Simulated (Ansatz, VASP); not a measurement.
# Ir in VASP and in Ansatz

File INCAR:

```
  PREC = Accurate
  ENCUT = 520
  EDIFF = 1E-7
  ISMEAR = 0
  SIGMA = 0.15
  LREAL = False
  LASPH = True
  NELM = 80
  ALGO = Normal
  ISIF = 2
  LWAVE = False
  LCHARG = False
  GGA = CA
  NBANDS = 10
```

The input KPOINTS:

```
regular mesh
0
Gamma
  22 22 22
```

POSCAR

```
Ir
1.0
    0.0000000000      1.8568178116      2.1669063861
    1.8568178116      0.0000000000      2.1669063861
    1.8568178116      1.8568178116      0.0000000000
Ir
1
Direct
    0.0000000000      0.0000000000      0.0000000000
```

Input for Ansatz:

```yaml
crystal:
  lattice:
    - [0.0, 1.8568178116, 2.1669063861]
    - [1.8568178116, 0.0, 2.1669063861]
    - [1.8568178116, 1.8568178116, 0.0]
  atoms:
    - { symbol: Ir, position: [0.0, 0.0, 0.0] }
basis:
  ecutwfc: 420
kpoints:
  mp_grid: { grid: [22, 22, 22] }
hamiltonian:
  xc: lda
scf:
  occupations: { method: gaussian, width: 0.15 }
output:
  forces: true
  stress: true
  eigenvalues: true
```

Alike in both runs: task single point; functional LDA; k mesh 22 × 22 × 22; occupations gaussian, width 0.15 eV; no spin polarisation.

```csv
,VASP,Ansatz
version,VASP 6.6.1,Ansatz 0.2.0
potentials or method,"VASP PAW LDA potentials, release 64 (Ir), cutoff 520 eV","scalar-relativistic, plane waves, PAW"
valence electrons in the cell,9,17
```

Ansatz gave:

```
gap on the k mesh at the Fermi level (eV)                     : none
pressure (GPa)                                                : -20.0
traceless stress, the component that is largest in VASP (GPa) : -30.13
```

Task: Which values does VASP return?

Result: gap on the k mesh at the Fermi level (eV): none; pressure (GPa): -18.1; traceless stress, the component that is largest in VASP (GPa): -30.05.

LDA's correlation is that of Perdew and Zunger in VASP and of Perdew and Wang (1992) in Ansatz. A gap of «none» marks a metal or a gap that the smearing closes. VASP's potentials hold 9 valence electrons a cell and Ansatz's 17, so a difference there can come from the potentials and not from the codes.

Neither program's run includes spin-orbit coupling.
